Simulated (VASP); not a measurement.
# La2Ta (P-6m2) in VASP: relaxation of cell and atoms with PBE

Aim: the relaxation of cell and atoms of La2Ta with PBE.

All numbers are computed with VASP 6.6.1; they aren't measurements. Logs are shortened: lines on timing, memory, paths and dates and some standing lists are left out, and cuts for length are marked.

## (1) The cell of the first run

Symmetry: P-6m2, No. 187, hexagonal system. The conventional cell has a = 5.406 Å, b = 5.406 Å, c = 3.308 Å, α = 90.00°, β = 90.00°, γ = 120.00°. Within 4.1 Å of La (site symmetry -6m2) lie 3 Ta at 3.12 Å and 8 La at 3.31 to 3.53 Å. La (site symmetry -6m2) has 8 La at 3.31 to 3.53 Å and 6 Ta at 3.53 Å within 4.3 Å. Ta (site symmetry -6m2) has 9 La at 3.12 to 3.53 Å and 2 Ta at 3.31 Å within 4.1 Å.

The cell was generated, and may not be a known phase.

## (2) Relaxation of cell and atoms, PBE

The input, INCAR:

```
ALGO = Fast
EDIFF = 1E-6
EDIFFG = -0.01
ENCUT = 600
GGA = PE
IBRION = 2
ISIF = 3
ISMEAR = 0
LASPH = True
LCHARG = False
LREAL = False
LWAVE = False
NELM = 80
NSW = 100
PREC = Accurate
SIGMA = 0.1
```

The input, KPOINTS:

```
k-points
0
Gamma
  12 12 10
```

The input, POSCAR:

```
La2Ta
1.0
    5.4064950400      0.0000000000      0.0000000000
   -2.7032475200      4.6821620500      0.0000000000
    0.0000000000      0.0000000000      3.3076269800
La Ta
2 1
Direct
    0.0000000000      0.0000000000      0.5000000000
    0.3333333333      0.6666666667      0.0000000000
    0.6666666667      0.3333333333      0.5000000000
```

Potentials or basis: VASP PAW PBE potentials, release 64 (La, Ta_pv).

Run with:

```bash
$ cat potpaw_PBE.64/La/POTCAR potpaw_PBE.64/Ta_pv/POTCAR > POTCAR
$ mpirun -np 1 vasp_std > vasp.out
```

OUTCAR:

```text
EDIFF = 1E-6
   EDIFFG = -0.01
   ENCUT = 600
   GGA = PE
   IBRION = 2
   ISIF = 3
   ISMEAR = 0
   LASPH = True
   LREAL = False
   NELM = 80
   NSW = 100
   PREC = Accurate

 ion  position               nearest neighbor table
   1  0.000  0.000  0.500-   3 3.12   3 3.12   3 3.12   2 3.53   2 3.53   2 3.53   2 3.53   2 3.53
                             2 3.53
   2  0.333  0.667  0.000-   3 3.53   3 3.53   3 3.53   3 3.53   1 3.53   1 3.53   1 3.53   1 3.53
                             1 3.53   1 3.53   3 3.53   3 3.53
   3  0.667  0.333  0.500-   1 3.12   1 3.12   1 3.12   2 3.53   2 3.53   2 3.53   2 3.53   2 3.53
                             2 3.53

  LATTYP: Found a hexagonal cell.
 ALAT       =     5.4064950400
 C/A-ratio  =     0.6117876657

  Lattice vectors:

 A1 = (   5.4064950400,   0.0000000000,   0.0000000000)
 A2 = (  -2.7032475200,   4.6821620500,   0.0000000000)
 A3 = (   0.0000000000,   0.0000000000,   3.3076269800)

Analysis of symmetry for initial positions (statically):
=====================================================================
 Subroutine PRICEL returns:
 Original cell was already a primitive cell.

 Routine SETGRP: Setting up the symmetry group for a
 hexagonal supercell.

 Subroutine GETGRP returns: Found 12 space group operations
 (whereof 12 operations were pure point group operations)
 out of a pool of 24 trial point group operations.

The static configuration has the point symmetry D_3h.

Analysis of symmetry for dynamics (positions and initial velocities):
=====================================================================
 Subroutine PRICEL returns:
 Original cell was already a primitive cell.

 Routine SETGRP: Setting up the symmetry group for a
 hexagonal supercell.

 Subroutine GETGRP returns: Found 12 space group operations
 (whereof 12 operations were pure point group operations)
 out of a pool of 24 trial point group operations.

The dynamic configuration has the point symmetry D_3h.

 Subroutine INISYM returns: Found 12 space group operations
 (whereof 12 operations are pure point group operations),
 and found     1 'primitive' translations

----------------------------------------------------------------------------------------

                                     Primitive cell

  volume of cell :      83.7296

  direct lattice vectors                    reciprocal lattice vectors
     5.406495040  0.000000000  0.000000000     0.184962715  0.106788273  0.000000000
    -2.703247520  4.682162050  0.000000000     0.000000000  0.213576546  0.000000000
     0.000000000  0.000000000  3.307626980     0.000000000  0.000000000  0.302331553

  length of vectors
     5.406495040  5.406495040  3.307626980     0.213576546  0.213576546  0.302331553

  position of ions in fractional coordinates (direct lattice)
     0.000000000  0.000000000  0.500000000
     0.333333333  0.666666667  0.000000000
     0.666666667  0.333333333  0.500000000

  ion indices of the primitive-cell ions
   primitive index   ion index
                 1           1
                 2           2
                 3           3

----------------------------------------------------------------------------------------

 KPOINTS: k-points

Automatic generation of k-mesh.
 Grid dimensions read from file:
 generate k-points for:   12   12   10

 Generating k-lattice:

  Cartesian coordinates                     Fractional coordinates (reciprocal lattice)
     0.015413560  0.008899023  0.000000000     0.083333333  0.000000000  0.000000000
     0.000000000  0.017798046  0.000000000     0.000000000  0.083333333  0.000000000
     0.000000000  0.000000000  0.030233155     0.000000000  0.000000000  0.100000000

  Length of vectors
     0.017798046  0.017798046  0.030233155

  Shift w.r.t. Gamma in fractional coordinates (k-lattice)
     0.000000000  0.000000000  0.000000000

 Subroutine IBZKPT returns following result:
 ===========================================

 Found    114 irreducible k-points:

 Following reciprocal coordinates:
            Coordinates               Weight
  0.000000  0.000000  0.000000      1.000000
  0.083333  0.000000  0.000000      6.000000
  0.166667  0.000000  0.000000      6.000000
  0.250000  0.000000  0.000000      6.000000
  0.333333  0.000000  0.000000      6.000000
  0.416667  0.000000  0.000000      6.000000
[... 16 lines left out ...]
  0.250000  0.000000  0.100000     12.000000
  0.333333  0.000000  0.100000     12.000000
 [... further k-points ...]
   k-points           NKPTS =    114   k-points in BZ     NKDIM =    114   number of bands    NBANDS=     20
   number of dos      NEDOS =    301   number of ions     NIONS =      3
   total plane-waves  NPLWV =  64512
   dimension x,y,z NGX =    48 NGY =   48 NGZ =   28
   dimension x,y,z NGXF=    96 NGYF=   96 NGZF=   56
   ions per type =               2   1
   NGX,Y,Z   is equivalent  to a cutoff of  14.76, 14.76, 14.07 a.u.
   NGXF,Y,Z  is equivalent  to a cutoff of  29.52, 29.52, 28.15 a.u.
 SYSTEM =  unknown system
   PREC   = accura    normal or accurate (medium, high low for compatibility)
   ISTART =      0    job   : 0-new  1-cont  2-samecut
   ICHARG =      2    charge: 1-file 2-atom 10-const
   ISPIN  =      1    spin polarized calculation?
   LNONCOLLINEAR =      F non collinear calculations
   LSORBIT =      F    spin-orbit coupling
   LASPH  =      T    aspherical Exc in radial PAW
   ENCUT  =  600.0 eV  44.10 Ry    6.64 a.u.  10.80 10.80  6.61*2*pi/ulx,y,z
   NELM   =     80;   NELMIN=  2; NELMDL= -5     # of ELM steps
   EDIFF  = 0.1E-05   stopping-criterion for ELM
   LREAL  =      F    real-space projection
   EDIFFG = -.1E-01   stopping-criterion for IOM
   NSW    =    100    number of steps for IOM
   IBRION =      2    ionic relax: 0-MD 1-quasi-New 2-CG
   NFREE  =      1    steps in history (QN), initial steepest desc. (CG)
   ISIF   =      3    stress and relaxation
   ISYM   =      2    0-nonsym 1-usesym 2-fastsym
   POTIM  = 0.5000    time-step for ionic-motion
   TEBEG  =    0.0;   TEEND  =   0.0 temperature during run
   PSTRESS=    0.0 pullay stress
   NELECT =      33.0000    total number of electrons
   NUPDOWN=      -1.0000    fix difference up-down
   EMIN   =  10.00;   EMAX   =-10.00  energy-range for DOS
   EFERMI =   0.00;   METHOD = LEGACY
   ISMEAR =     0;   SIGMA  =   0.10  broadening in eV -4-tet -1-fermi 0-gaus
   EFERMI_NEDOS =   21; number of points for ismear=-14 and -15
   IALGO  =     68    algorithm
   IMIX   =      4    mixing-type and parameters
     AMIX     =   0.40;   BMIX     =  1.00
     AMIX_MAG =   1.60;   BMIX_MAG =  1.00
  volume/ion in A,a.u.               =      27.91       188.34
  Fermi-wavevector in a.u.,A,eV,Ry     =   1.200291  2.268221 19.601893  1.440699
  Thomas-Fermi vector in A             =   2.336131
   LORBIT       =      0    0 simple, 1 ext, 2 COOP (PROOUT), +10 PAW based schemes
   GGA     = PE    functional components
   LHFCALC =     F    Hartree Fock is set to
   AEXX    =    0.0000 exact exchange contribution
   IVDW    =     0    specifies the selected vdW correction
   LEPSILON=     F    determine dielectric tensor
   LRPA    =     F    only Hartree local field effects (RPA)
 conjugate gradient relaxation of ions
 non-spin polarized calculation
 RMM-DIIS sequential band-by-band and
 Gauss-broadening in eV      SIGMA  =   0.10
  energy-cutoff  :      600.00
  volume of cell :       83.73
 maximum number of plane-waves:      2832
 NGX is ok and might be reduce to    48
   NGX = 21   NGY = 21   NGZ = 13

--------------------------------------- Ionic step        1  -------------------------------------------

 number of electron      33.0000001 magnetization

 Free energy of the ion-electron system (eV)
  ---------------------------------------------------
  ext. energy  EPLUGINS =         0.00000000
  ---------------------------------------------------
  free energy    TOTEN  =       -20.01707414 eV

  energy without entropy =      -19.98876754  energy(sigma->0) =      -20.00292084

------------------------ aborting loop because EDIFF is reached ----------------------------------------

  FORCE on cell =-STRESS in cart. coord.  units (eV):
  Direction    XX          YY          ZZ          XY          YZ          ZX
  --------------------------------------------------------------------------------------
  -------------------------------------------------------------------------------------
  Total       -0.2304196     -0.2304196      0.7388644      0.0000000     -0.0000000      0.0000000
  in kB       -4.4091129     -4.4091129     14.1382783      0.0000000     -0.0000000      0.0000000
  external PRESSURE =       1.7733508 kB  Pullay stress =       0.0000000 kB

 VOLUME and BASIS-vectors are now :
 -----------------------------------------------------------------------------
  energy-cutoff  :      600.00
  volume of cell :       83.73
      direct lattice vectors                 reciprocal lattice vectors
     5.406495040  0.000000000  0.000000000     0.184962715  0.106788273  0.000000000
    -2.703247520  4.682162050  0.000000000     0.000000000  0.213576546  0.000000000
     0.000000000  0.000000000  3.307626980     0.000000000  0.000000000  0.302331553
[... 260 lines left out ...]
 POSITION                                       TOTAL-FORCE (eV/Angst)
 -----------------------------------------------------------------------------------
     -2.67568      4.63441      1.70185        -0.000000     -0.000000      0.000000
     -0.00000      3.08961     -0.00000        -0.000000      0.000000     -0.000000
      2.67568      1.54480      1.70185         0.000000     -0.000000      0.000000
 -----------------------------------------------------------------------------------
    total drift:                                0.000000     -0.000000     -0.000000

  FREE ENERGIE OF THE ION-ELECTRON SYSTEM (eV)
  ---------------------------------------------------
  free  energy   TOTEN  =       -20.0296404544 eV

  energy  without entropy=      -20.0029005610  energy(sigma->0) =      -20.01627051

--------------------------------------- Ionic step        9  -------------------------------------------

 number of electron      33.0000003 magnetization

 Free energy of the ion-electron system (eV)
  ---------------------------------------------------
  ext. energy  EPLUGINS =         0.00000000
  ---------------------------------------------------
  free energy    TOTEN  =       -20.02965938 eV

  energy without entropy =      -20.00287403  energy(sigma->0) =      -20.01626671

 E-fermi :   8.1550     XC(G=0): -10.6299

 val. band max:        8.1496078817   @ k =   0.3333   0.0000   0.4000
 cond. band min:       8.1581410480   @ k =   0.3333   0.0833   0.2000
 fundamental gap:      0.0085331663
 Fermi energy:         8.1549833142

 k-point     1 :       0.0000    0.0000    0.0000
  band No.  band energies     occupation
      1     -26.2342      2.00000
      2     -26.2342      2.00000
      3     -26.1707      2.00000
      4     -24.3254      2.00000
      5     -23.9204      2.00000
      6      -8.5997      2.00000
[... 12 lines left out ...]
     19       9.2966      0.00000
     20       9.3769      0.00000
[... 507 lines left out ...]
 k-point    24 :       0.3333    0.0000    0.1000
  band No.  band energies     occupation
      1     -26.2481      2.00000
      2     -26.2335      2.00000
      3     -26.1835      2.00000
      4     -24.2121      2.00000
      5     -23.9814      2.00000
      6      -8.6294      2.00000
[... 12 lines left out ...]
     19       9.0905      0.00000
     20       9.1939      0.00000

 [... further k-points ...]
[... 5 lines left out ...]
  --------------------------------------------------------------------------------------
  -------------------------------------------------------------------------------------
  Total        0.0038035      0.0038035      0.0079169      0.0000000      0.0000000      0.0000000
  in kB        0.0721147      0.0721147      0.1501065      0.0000000      0.0000000      0.0000000
  external PRESSURE =       0.0981119 kB  Pullay stress =       0.0000000 kB

 VOLUME and BASIS-vectors are now :
 -----------------------------------------------------------------------------
  energy-cutoff  :      600.00
  volume of cell :       84.50
      direct lattice vectors                 reciprocal lattice vectors
     5.353630582 -0.000000000 -0.000000000     0.186789130  0.107842755  0.000000000
    -2.676815291  4.636380086 -0.000000000     0.000000000  0.215685509  0.000000000
     0.000000000 -0.000000000  3.404379698     0.000000000  0.000000000  0.293739268

 POSITION                                       TOTAL-FORCE (eV/Angst)
 -----------------------------------------------------------------------------------
      0.00000     -0.00000      1.70219        -0.000000      0.000000      0.000000
     -0.00000      3.09092     -0.00000         0.000000     -0.000000      0.000000
      2.67682      1.54546      1.70219        -0.000000      0.000000      0.000000
 -----------------------------------------------------------------------------------
    total drift:                                0.000000     -0.000000     -0.000000

  FREE ENERGIE OF THE ION-ELECTRON SYSTEM (eV)
  ---------------------------------------------------
  free  energy   TOTEN  =       -20.0296593830 eV

  energy  without entropy=      -20.0028740325  energy(sigma->0) =      -20.01626671

 reached required accuracy - stopping structural energy minimisation
```

Wall time 27 min (1 thread of Intel Xeon 6975P-C (Granite Rapids), shared host); peak memory 0.5 GiB.

Results:

```yaml
Free_energy: -20.0297 eV
Relaxed_volume: 28.17 Å³/atom
Relaxed_cell: a = 5.354 Å, b = 5.354 Å, c = 3.404 Å, α = 90.00°, β = 90.00°, γ = 120.00°
Space_group_after_relaxing_to_0.1_Å: P-6m2 (No. 187)
Energy_gained_by_relaxing: 4.2 meV/atom
Ionic_steps: 9
Pressure_after_relaxing: 0.0 GPa
Band_gap_on_the_k_mesh: zero (an odd number of electrons rules out a gap without spin polarisation)
```

The path:
```tsv
step	energy change (eV)	largest force (eV/Å)	pressure (GPa)	volume (Å³)
1	0.0000	0.0000	0.18	83.73
2	-0.0081	0.0000	0.04	84.10
3	-0.0118	0.0000	-0.06	84.42
4	-0.0124	0.0000	-0.06	84.54
5	-0.0125	0.0000	-0.09	84.65
6	-0.0125	0.0000	-0.07	84.61
7	-0.0126	0.0000	-0.07	84.62
8	-0.0126	0.0000	0.08	84.41
9	-0.0126	0.0000	0.01	84.50
```

Final structure:
```
La Ta
1.0
     5.35363    0.00000    0.00000
    -2.67682    4.63638    0.00000
     0.00000    0.00000    3.40438
La Ta
2 1
Direct
  0.00000 0.00000 0.50000
  0.33333 0.66667 0.00000
  0.66667 0.33333 0.50000
```

Caveat: spin-orbit coupling is left out, which moves the levels of the heavy elements.
